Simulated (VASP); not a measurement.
Here is a VASP 6.6.1 calculation.

The input INCAR:

```
SYSTEM = BaCd3Se4
PREC = Accurate
ENCUT = 520
EDIFF = 1E-6
ISMEAR = 0
SIGMA = 0.15
LREAL = .False.
LASPH = .True.
NELM = 100
ALGO = Normal
ISIF = 2
LWAVE = .False.
LCHARG = .False.
GGA = PE
NBANDS = 45
```

File KPOINTS:

```
regular mesh
0
Gamma
  3 3 1
  0 0 0
```

Contents of POSCAR:

```
BaCd3Se4
1.0
    4.8975438865      0.0000000000      0.0000000000
    0.0000000000      4.8975438865      0.0000000000
    0.0000000000      0.0000000000      9.0346696776
Ba Cd Se
1 3 4
Direct
    0.0000000000      0.0000000000      0.5000000000
    0.0000000000      0.0000000000      0.0000000000
    0.5000000000      0.5000000000      0.3451359861
    0.5000000000      0.5000000000      0.6548640139
    0.0000000000      0.5000000000      0.2038049822
    0.0000000000      0.5000000000      0.7961950178
    0.5000000000      0.0000000000      0.7961950178
    0.5000000000      0.0000000000      0.2038049822
```

Potentials or basis: VASP PAW PBE potentials, release 64 (Ba_sv, Cd, Se).

Run with:

```bash
$ cat potpaw_PBE.64/Ba_sv/POTCAR potpaw_PBE.64/Cd/POTCAR potpaw_PBE.64/Se/POTCAR > POTCAR
$ mpirun -np 1 vasp_std > vasp.out
```

Problem. What does it give for the largest force?

Solution. 0.052 eV/Å.

Problem. Predict the band gap on the k mesh.

Solution. Zero (band 35 reaches 2.78 eV, above the bottom of band 36 at 1.89 eV).

Forces on the atoms (eV/Å):
```
Ba   0.000  0.000  0.000
Cd   0.000  0.000  0.000
Cd   0.000  0.000  0.051
Cd   0.000  0.000 -0.051
Se   0.000  0.000 -0.052
Se   0.000  0.000  0.052
Se   0.000  0.000  0.052
Se   0.000  0.000 -0.052
```

Caveat: the k points lie up to 0.70 Å⁻¹ apart; spin-orbit coupling is left out, which moves the levels of the heavy elements.
